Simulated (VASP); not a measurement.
# BiTe (Fm-3m) in VASP: a series of runs

BiTe is run at these levels: LDA; tasks: single point.

All numbers are computed with VASP 6.6.1; they aren't measurements. Logs are shortened: lines on timing, memory, paths and dates and some standing lists are left out, and cuts for length are marked.

### 1 The cell of the first run

It takes space group Fm-3m (No. 225, cubic). Conventional cell: a = 6.383 Å, b = 6.383 Å, c = 6.383 Å, α = 90.00°, β = 90.00°, γ = 90.00°. Within 4.2 Å of Bi (site symmetry m-3m) lie 6 Te at 3.19 Å. Te (site symmetry m-3m) has 6 Bi at 3.19 Å within 4.2 Å.

### 2 Single point, LDA (32.50 Å³/atom)

File INCAR:

```
PREC = Accurate
ENCUT = 520
EDIFF = 1E-6
ISMEAR = -1
SIGMA = 0.08
LREAL = F
LASPH = T
NELM = 80
ALGO = Normal
ISIF = 2
LWAVE = F
LCHARG = T
LELF = T
LVHAR = T
NBANDS = 18
```

File KPOINTS:

```
regular mesh
0
Gamma
  10 10 10
```

File POSCAR:

```
BiTe
1.0
    0.0000000000      3.1912784242      3.1912784242
    3.1912784242      0.0000000000      3.1912784242
    3.1912784242      3.1912784242      0.0000000000
Bi Te
1 1
Direct
    0.0000000000      0.0000000000      0.0000000000
    0.5000000000      0.5000000000      0.5000000000
```

Potentials or basis: VASP PAW LDA potentials, release 64 (Bi_d, Te).

The run is started by

```bash
cat potpaw_LDA.64/Bi_d/POTCAR potpaw_LDA.64/Te/POTCAR > POTCAR
mpirun -np 1 vasp_std > vasp.out
```

OUTCAR:

```text
PREC = Accurate
   ENCUT = 520
   EDIFF = 1E-6
   ISMEAR = -1
   LREAL = F
   LASPH = T
   NELM = 80
   ISIF = 2

 ion  position               nearest neighbor table
   1  0.000  0.000  0.000-   2 3.19   2 3.19   2 3.19   2 3.19   2 3.19   2 3.19
   2  0.500  0.500  0.500-   1 3.19   1 3.19   1 3.19   1 3.19   1 3.19   1 3.19

  LATTYP: Found a face centered cubic cell.
 ALAT       =     6.3825568484

  Lattice vectors:

 A1 = (   0.0000000000,   3.1912784242,   3.1912784242)
 A2 = (   3.1912784242,   0.0000000000,   3.1912784242)
 A3 = (   3.1912784242,   3.1912784242,   0.0000000000)

Analysis of symmetry for initial positions (statically):
=====================================================================
 Subroutine PRICEL returns:
 Original cell was already a primitive cell.

 Routine SETGRP: Setting up the symmetry group for a
 face centered cubic supercell.

 Subroutine GETGRP returns: Found 48 space group operations
 (whereof 48 operations were pure point group operations)
 out of a pool of 48 trial point group operations.

The static configuration has the point symmetry O_h .

Analysis of symmetry for dynamics (positions and initial velocities):
=====================================================================
 Subroutine PRICEL returns:
 Original cell was already a primitive cell.

 Routine SETGRP: Setting up the symmetry group for a
 face centered cubic supercell.

 Subroutine GETGRP returns: Found 48 space group operations
 (whereof 48 operations were pure point group operations)
 out of a pool of 48 trial point group operations.

The dynamic configuration has the point symmetry O_h .

 Subroutine INISYM returns: Found 48 space group operations
 (whereof 48 operations are pure point group operations),
 and found     1 'primitive' translations

----------------------------------------------------------------------------------------

                                     Primitive cell

  volume of cell :      65.0016

  direct lattice vectors                    reciprocal lattice vectors
     0.000000000  3.191278424  3.191278424    -0.156677022  0.156677022  0.156677022
     3.191278424  0.000000000  3.191278424     0.156677022 -0.156677022  0.156677022
     3.191278424  3.191278424  0.000000000     0.156677022  0.156677022 -0.156677022

  length of vectors
     4.513149229  4.513149229  4.513149229     0.271372563  0.271372563  0.271372563

[... 72 lines left out ...]
   ISTART =      0    job   : 0-new  1-cont  2-samecut
   ICHARG =      2    charge: 1-file 2-atom 10-const
   ISPIN  =      1    spin polarized calculation?
   LNONCOLLINEAR =      F non collinear calculations
   LSORBIT =      F    spin-orbit coupling
   LASPH  =      T    aspherical Exc in radial PAW
   ENCUT  =  520.0 eV  38.22 Ry    6.18 a.u.   8.39  8.39  8.39*2*pi/ulx,y,z
   NELM   =     80;   NELMIN=  2; NELMDL= -5     # of ELM steps
   EDIFF  = 0.1E-05   stopping-criterion for ELM
   LREAL  =      F    real-space projection
   EDIFFG = 0.1E-04   stopping-criterion for IOM
   NSW    =      0    number of steps for IOM
   IBRION =     -1    ionic relax: 0-MD 1-quasi-New 2-CG
   NFREE  =      0    steps in history (QN), initial steepest desc. (CG)
   ISIF   =      2    stress and relaxation
   ISYM   =      2    0-nonsym 1-usesym 2-fastsym
   POTIM  = 0.5000    time-step for ionic-motion
   TEBEG  =    0.0;   TEEND  =   0.0 temperature during run
   PSTRESS=    0.0 pullay stress
   NELECT =      21.0000    total number of electrons
   NUPDOWN=      -1.0000    fix difference up-down
   EMIN   =  10.00;   EMAX   =-10.00  energy-range for DOS
   EFERMI =   0.00;   METHOD = LEGACY
   ISMEAR =    -1;   SIGMA  =   0.08  broadening in eV -4-tet -1-fermi 0-gaus
   EFERMI_NEDOS =   21; number of points for ismear=-14 and -15
   IALGO  =     38    algorithm
   IMIX   =      4    mixing-type and parameters
     AMIX     =   0.40;   BMIX     =  1.00
     AMIX_MAG =   1.60;   BMIX_MAG =  1.00
  volume/ion in A,a.u.               =      32.50       219.33
  Fermi-wavevector in a.u.,A,eV,Ry     =   1.123328  2.122782 17.168725  1.261866
  Thomas-Fermi vector in A             =   2.259993
   LORBIT       =      0    0 simple, 1 ext, 2 COOP (PROOUT), +10 PAW based schemes
   GGA     = CA    functional components
   LHFCALC =     F    Hartree Fock is set to
   AEXX    =    0.0000 exact exchange contribution
   IVDW    =     0    specifies the selected vdW correction
   LEPSILON=     F    determine dielectric tensor
   LRPA    =     F    only Hartree local field effects (RPA)
 non-spin polarized calculation
  energy-cutoff  :      520.00
  volume of cell :       65.00
 maximum number of plane-waves:      1807
 NGX is ok and might be reduce to    36
   NGX = 17   NGY = 17   NGZ = 17

 number of electron      21.0000003 magnetization

 Free energy of the ion-electron system (eV)
  ---------------------------------------------------
  ext. energy  EPLUGINS =         0.00000000
  ---------------------------------------------------
  free energy    TOTEN  =        -8.53188838 eV

  energy without entropy =       -8.50219242  energy(sigma->0) =       -8.51704040

 E-fermi :   6.9337     XC(G=0):  -9.8546

 val. band max:        6.9154700319   @ k =   0.5000   0.1000   0.0000
 cond. band min:       6.9603593219   @ k =   0.2000   0.2000   0.0000
 fundamental gap:      0.0448892899
 Fermi energy:         6.9337030587

 k-point     1 :       0.0000    0.0000    0.0000
  band No.  band energies     occupation
      1     -16.1517      2.00000
      2     -16.1517      2.00000
      3     -16.1419      2.00000
      4     -16.1419      2.00000
      5     -16.1419      2.00000
      6      -6.8766      2.00000
[... 481 lines left out ...]
      5     -16.1318      2.00000
      6      -5.4808      2.00000
[... 10 lines left out ...]
     17      15.9440      0.00000
     18      16.0215      0.00000

 [... further k-points ...]
[... 5 lines left out ...]
  --------------------------------------------------------------------------------------
  -------------------------------------------------------------------------------------
  Total       -0.3008975     -0.3008975     -0.3008975     -0.0000000      0.0000000     -0.0000000
  in kB       -7.4166027     -7.4166027     -7.4166027     -0.0000000      0.0000000     -0.0000000
  external PRESSURE =      -7.4166027 kB  Pullay stress =       0.0000000 kB

 VOLUME and BASIS-vectors are now :
 -----------------------------------------------------------------------------
  energy-cutoff  :      520.00
  volume of cell :       65.00
      direct lattice vectors                 reciprocal lattice vectors
     0.000000000  3.191278424  3.191278424    -0.156677022  0.156677022  0.156677022
     3.191278424  0.000000000  3.191278424     0.156677022 -0.156677022  0.156677022
     3.191278424  3.191278424  0.000000000     0.156677022  0.156677022 -0.156677022

 POSITION                                       TOTAL-FORCE (eV/Angst)
 -----------------------------------------------------------------------------------
      0.00000      0.00000      0.00000         0.000000     -0.000000      0.000000
      3.19128      3.19128      3.19128        -0.000000      0.000000     -0.000000
 -----------------------------------------------------------------------------------
    total drift:                               -0.000000      0.000000      0.000000

  FREE ENERGIE OF THE ION-ELECTRON SYSTEM (eV)
  ---------------------------------------------------
  free  energy   TOTEN  =        -8.5318883814 eV

  energy  without entropy=       -8.5021924150  energy(sigma->0) =       -8.51704040
```

Run time: 68 s. Hardware: 1 thread of Intel Xeon 8259CL, shared host; peak memory 0.2 GiB.

What came out:

```yaml
Free_energy: -8.5319 eV
Pressure: -0.7 GPa
Band_gap_on_the_k_mesh: zero (an odd number of electrons rules out a gap without spin polarisation)
```

Caveat: spin-orbit coupling is left out, which moves the levels of the heavy elements.

### 3 Single point, LDA (33.52 Å³/atom)

This run uses another cell than the first one, of 33.52 Å³/atom.

File INCAR:

```
PREC = Accurate
ENCUT = 520
EDIFF = 1E-7
ISMEAR = -1
SIGMA = 0.08
LREAL = False
LASPH = True
NELM = 100
ALGO = Normal
ISIF = 2
LWAVE = False
LCHARG = False
GGA = CA
NBANDS = 18
```

KPOINTS is that of step 2.

File POSCAR:

```
BiTe
1.0
    0.0000000000      3.2241805212      3.2241805212
    3.2241805212      0.0000000000      3.2241805212
    3.2241805212      3.2241805212      0.0000000000
Bi Te
1 1
Direct
    0.0000000000      0.0000000000      0.0000000000
    0.5000000000      0.5000000000      0.5000000000
```

Potentials or basis: VASP PAW LDA potentials, release 64 (Bi_d, Te).

The run is started by

```bash
cat potpaw_LDA.64/Bi_d/POTCAR potpaw_LDA.64/Te/POTCAR > POTCAR
mpirun -np 1 vasp_std > vasp.out
```

OUTCAR:

```text
PREC = Accurate
   ENCUT = 520
   EDIFF = 1E-7
   ISMEAR = -1
   LREAL = False
   LASPH = True
   NELM = 100
   ISIF = 2
   GGA = CA

 ion  position               nearest neighbor table
   1  0.000  0.000  0.000-   2 3.22   2 3.22   2 3.22   2 3.22   2 3.22   2 3.22
   2  0.500  0.500  0.500-   1 3.22   1 3.22   1 3.22   1 3.22   1 3.22   1 3.22

  LATTYP: Found a face centered cubic cell.
 ALAT       =     6.4483610424

  Lattice vectors:

 A1 = (   0.0000000000,   3.2241805212,   3.2241805212)
 A2 = (   3.2241805212,   0.0000000000,   3.2241805212)
 A3 = (   3.2241805212,   3.2241805212,   0.0000000000)

Analysis of symmetry for initial positions (statically):
=====================================================================
 Subroutine PRICEL returns:
 Original cell was already a primitive cell.

 Routine SETGRP: Setting up the symmetry group for a
 face centered cubic supercell.

 Subroutine GETGRP returns: Found 48 space group operations
 (whereof 48 operations were pure point group operations)
 out of a pool of 48 trial point group operations.

[... 155 lines left out ...]
  ---------------------------------------------------
  ext. energy  EPLUGINS =         0.00000000
  ---------------------------------------------------
  free energy    TOTEN  =        -8.51310591 eV

  energy without entropy =       -8.48285419  energy(sigma->0) =       -8.49798005

 E-fermi :   6.5448     XC(G=0):  -9.7196

 val. band max:        6.5258376467   @ k =  -0.2000   0.1000   0.0000
 cond. band min:       6.5467814419   @ k =   0.2000   0.2000   0.0000
 fundamental gap:      0.0209437952
 Fermi energy:         6.5448404263

 k-point     1 :       0.0000    0.0000    0.0000
  band No.  band energies     occupation
      1     -16.5215      2.00000
      2     -16.5215      2.00000
      3     -16.5136      2.00000
      4     -16.5136      2.00000
      5     -16.5136      2.00000
      6      -7.0419      2.00000
[... 481 lines left out ...]
      5     -16.5049      2.00000
      6      -5.7127      2.00000
[... 10 lines left out ...]
     17      15.5092      0.00000
     18      15.5903      0.00000

 [... further k-points ...]
[... 5 lines left out ...]
  --------------------------------------------------------------------------------------
  -------------------------------------------------------------------------------------
  Total       -0.9506123     -0.9506123     -0.9506123      0.0000000      0.0000000      0.0000000
  in kB      -22.7209223    -22.7209223    -22.7209223      0.0000000      0.0000000      0.0000000
  external PRESSURE =     -22.7209223 kB  Pullay stress =       0.0000000 kB

 VOLUME and BASIS-vectors are now :
 -----------------------------------------------------------------------------
  energy-cutoff  :      520.00
  volume of cell :       67.03
      direct lattice vectors                 reciprocal lattice vectors
     0.000000000  3.224180521  3.224180521    -0.155078165  0.155078165  0.155078165
     3.224180521  0.000000000  3.224180521     0.155078165 -0.155078165  0.155078165
     3.224180521  3.224180521  0.000000000     0.155078165  0.155078165 -0.155078165

 POSITION                                       TOTAL-FORCE (eV/Angst)
 -----------------------------------------------------------------------------------
      0.00000      0.00000      0.00000         0.000000     -0.000000      0.000000
      3.22418      3.22418      3.22418         0.000000      0.000000     -0.000000
 -----------------------------------------------------------------------------------
    total drift:                               -0.000000      0.000000      0.000000

  FREE ENERGIE OF THE ION-ELECTRON SYSTEM (eV)
  ---------------------------------------------------
  free  energy   TOTEN  =        -8.5131059148 eV

  energy  without entropy=       -8.4828541930  energy(sigma->0) =       -8.49798005
```

OSZICAR:

```text
N       E                     dE             d eps       ncg     rms          rms(c)
DAV:   1     0.160186191244E+03    0.16019E+03   -0.99070E+03  1700   0.112E+03
DAV:   2     0.362549497109E+01   -0.15656E+03   -0.15227E+03  1822   0.308E+02
DAV:   3    -0.819097404946E+01   -0.11816E+02   -0.11681E+02  2042   0.898E+01
DAV:   4    -0.853089982648E+01   -0.33993E+00   -0.33955E+00  2068   0.163E+01
DAV:   5    -0.854539903451E+01   -0.14499E-01   -0.14498E-01  2306   0.314E+00    0.642E+00
DAV:   6    -0.851505504940E+01    0.30344E-01   -0.82272E-02  2490   0.185E+00    0.398E+00
DAV:   7    -0.851365457597E+01    0.14005E-02   -0.19957E-02  1988   0.776E-01    0.524E-01
DAV:   8    -0.851308070295E+01    0.57387E-03   -0.34849E-03  2144   0.413E-01    0.863E-02
DAV:   9    -0.851310569278E+01   -0.24990E-04   -0.33506E-04  1866   0.106E-01    0.401E-02
DAV:  10    -0.851310628303E+01   -0.59026E-06   -0.13061E-05  2254   0.204E-02    0.261E-02
DAV:  11    -0.851310607709E+01    0.20594E-06   -0.33926E-06  2314   0.995E-03    0.618E-03
DAV:  12    -0.851310591469E+01    0.16240E-06   -0.58493E-07  2148   0.655E-03    0.869E-04
DAV:  13    -0.851310591480E+01   -0.11187E-09   -0.73344E-08   994   0.173E-03
   1 F= -.85131059E+01 E0= -.84979801E+01  d E =-.302517E-01
```

stdout:

```text
POSCAR found type information on POSCAR BiTe
 POSCAR found :  2 types and       2 ions
 scaLAPACK will be used
 LDA part: xc-table for (Slater(with rela. corr.)+CA(PZ))
 , standard interpolation
 POSCAR, INCAR and KPOINTS ok, starting setup
 FFT: planning ... GRIDC
 FFT: planning ... GRID_SOFT
 FFT: planning ... GRID
 WAVECAR not read
 entering main loop
```

Run time: 69 s. Hardware: 1 thread of Intel Xeon 8259CL, shared host; peak memory 0.21 GiB.

Results:

```yaml
Free_energy: -8.5131 eV
Pressure: -2.3 GPa
Band_gap_on_the_k_mesh: zero (an odd number of electrons rules out a gap without spin polarisation)
```

Caveat: spin-orbit coupling is left out, which moves the levels of the heavy elements.

### 4 Single point, LDA (34.53 Å³/atom)

This run uses another cell than the first one, of 34.53 Å³/atom.

File INCAR:

```
  PREC = Accurate
  ENCUT = 520
  EDIFF = 1E-6
  ISMEAR = -1
  SIGMA = 0.08
  LREAL = False
  LASPH = True
  NELM = 100
  ALGO = Normal
  ISIF = 2
  LWAVE = False
  LCHARG = False
  GGA = CA
  NBANDS = 18
```

KPOINTS is that of step 3.

File POSCAR:

```
BiTe
1.0
    0.0000000000      3.2564244654      3.2564244654
    3.2564244654      0.0000000000      3.2564244654
    3.2564244654      3.2564244654      0.0000000000
Bi Te
1 1
Direct
    0.0000000000      0.0000000000      0.0000000000
    0.5000000000      0.5000000000      0.5000000000
```

The run is started by

```bash
cat potpaw_LDA.64/Bi_d/POTCAR potpaw_LDA.64/Te/POTCAR > POTCAR
mpirun -np 1 vasp_std > vasp.out
```

It took 57 s on 1 thread of Intel Xeon 8259CL, shared host; peak memory 0.21 GiB.

Results (log left out):

```
Free energy            : -8.4764 eV
Pressure               : -3.6 GPa
Band gap on the k mesh : zero (an odd number of electrons rules out a gap without spin polarisation)
```

Levels at points of the mesh, in eV from the Fermi level:
| k point | band 8 | band 9 | band 10 | band 11 | band 12 | band 13 |
| --- | --- | --- | --- | --- | --- | --- |
| (0.00, 0.00, 0.00) | -2.46 | -2.46 | -2.46 | 2.09 | 2.09 | 2.09 |
| (0.50, 0.00, 0.00) | -1.83 | -1.83 | -1.57 | -0.84 | -0.59 | -0.59 |
| (0.50, 0.50, 0.00) | -5.50 | -3.89 | -3.89 | 2.32 | 3.47 | 3.47 |

Caveat: the cell stands under tension; spin-orbit coupling is left out, which moves the levels of the heavy elements.

### 5 Summary

| cell | gap on the mesh (eV) | pressure (GPa) |
| --- | --- | --- |
| a = 4.513 Å, angles 60.0°, 2 atoms | none | -0.7 |
| a = 4.560 Å, angles 60.0°, 2 atoms | none | -2.3 |
| a = 4.605 Å, angles 60.0°, 2 atoms | none | -3.6 |

Alike in all rows: task single point; level LDA; potentials or basis VASP PAW LDA potentials, release 64 (Bi_d, Te); no spin polarisation; k mesh 10 × 10 × 10; cutoff (eV) 520; smearing fermi-dirac 0.08 eV.

Caveats: spin-orbit coupling is left out, which moves the levels of the heavy elements; the cell stands under tension (at least some runs).

Total energies depend on the potentials used, so only differences within one code and one set of settings carry meaning.
